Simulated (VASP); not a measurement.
Wanted: the native input for a VASP 6.6.1 run.

- Task: single point
- Functional: BLYP
- Potentials or basis: VASP PAW PBE potentials, release 64 (Rb_sv, Sr_sv)
- Cutoff: 520 eV
- k mesh: 3 × 3 × 3
- Occupations: methfessel-paxton, width 0.1 eV
- Spin: no spin polarisation
- Dipole correction: no
- Further INCAR settings: ALGO = Normal; EDIFF = 1e-06; NBANDS = 28

The structure of RbSr3 lies in POSCAR:

```
RbSr3
1.0
    0.0000000000      4.9675070000      4.9675070000
    4.9675070000      0.0000000000      4.9675070000
    4.9675070000      4.9675070000      0.0000000000
Rb Sr
1 3
Direct
    0.0000000000      0.0000000000      0.0000000000
    0.2500000000      0.2500000000      0.2500000000
    0.7500000000      0.7500000000      0.7500000000
    0.5000000000      0.5000000000      0.5000000000
```

These files were run (other wordings do the same):

INCAR

```
SYSTEM = RbSr3
AGGAC = 1.0
AGGAX = 1.0
ALDAC = 0.0
ALDAX = 1.0
ALGO = Normal
EDIFF = 1E-6
ENCUT = 520
GGA = B5
ISIF = 2
ISMEAR = 1
LASPH = .True.
LCHARG = .False.
LREAL = .False.
LWAVE = .False.
NBANDS = 28
NELM = 80
PREC = Accurate
SIGMA = 0.1
```

KPOINTS

```
k-points
0
Gamma
  3 3 3
  0 0 0
```

Potentials or basis: VASP PAW PBE potentials, release 64 (Rb_sv, Sr_sv).

Command:

```sh
$ cat potpaw_PBE.64/Rb_sv/POTCAR potpaw_PBE.64/Sr_sv/POTCAR > POTCAR
$ mpirun -np 1 vasp_std > vasp.out
```

Results of the run:

```
Pressure : -0.1 GPa
```

Caveat: the k points lie up to 0.37 Å⁻¹ apart; the PAW data sets were made with another functional, which shifts forces and pressure a little.

Run time: 52 s on 1 thread of Intel(R) Xeon(R) 6975P-C (Granite Rapids), with other jobs on the host, peak memory 0.37 GiB.
